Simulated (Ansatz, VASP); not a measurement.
**One calculation of PbS, two programs**

Contents of INCAR:

```
SYSTEM = PbS
PREC     = Accurate       ! precision mode
ENCUT    = 520            ! plane-wave cutoff, eV
EDIFF    = 1E-7           ! SCF threshold, eV
ISMEAR   = -1             ! smearing method
SIGMA    = 0.03           ! smearing width, eV
LREAL    = .FALSE.        ! projectors in reciprocal space
LASPH    = .TRUE.         ! aspherical terms in the spheres
NELM     = 100            ! most SCF steps
ALGO     = Normal         ! electronic algorithm
ISIF     = 2              ! what is computed and relaxed
LWAVE    = .FALSE.        ! write WAVECAR
LCHARG   = .TRUE.         ! write CHGCAR
GGA      = PE             ! functional
LELF     = .TRUE.         ! ELF
LVHAR    = .TRUE.       
NBANDS   = 17             ! bands
```

The input KPOINTS:

```
Automatic mesh
0
G
  11 11 11
  0 0 0
```

Contents of POSCAR:

```
PbS
1.0
    0.0000000000      3.2943222846      3.2943222846
    3.2943222846      0.0000000000      3.2943222846
    3.2943222846      3.2943222846      0.0000000000
Pb S
1 1
Direct
    0.0000000000      0.0000000000      0.0000000000
    0.2500000000      0.2500000000      0.2500000000
```

Input for Ansatz:

```yaml
crystal:
  lattice:
    - [0.0, 3.2943222846, 3.2943222846]
    - [3.2943222846, 0.0, 3.2943222846]
    - [3.2943222846, 3.2943222846, 0.0]
  atoms:
    - { symbol: Pb, position: [0.0, 0.0, 0.0] }
    - { symbol: S, position: [0.25, 0.25, 0.25] }
kpoints:
  mp_grid: { grid: [11, 11, 11] }
scf:
  occupations: { method: fermi_dirac, width: 0.03 }
hamiltonian:
  xc: pbe
  pseudopotentials: { kind: all_electron, lapw: { basis_error: 0.001 } }
output:
  forces: true
  stress: true
  eigenvalues: true
```

Change from the starting cell: volume scaled by 0.975.

Alike in both runs: task single point; functional PBE; k mesh 11 × 11 × 11; occupations fermi-dirac, width 0.03 eV; no spin polarisation.

|  | VASP | Ansatz |
| --- | --- | --- |
| version | VASP 6.6.1 | Ansatz 0.2.0 |
| potentials or method | VASP PAW PBE potentials, release 64 (Pb_d, S), cutoff 520 eV | all-electron LAPW, scalar-relativistic |

```csv
,VASP,Ansatz,Ansatz less VASP
pressure (GPa),0.9,1.0,+0.06
```

Ansatz ran all-electron here, and VASP with PAW potentials.

Neither program's run includes spin-orbit coupling.
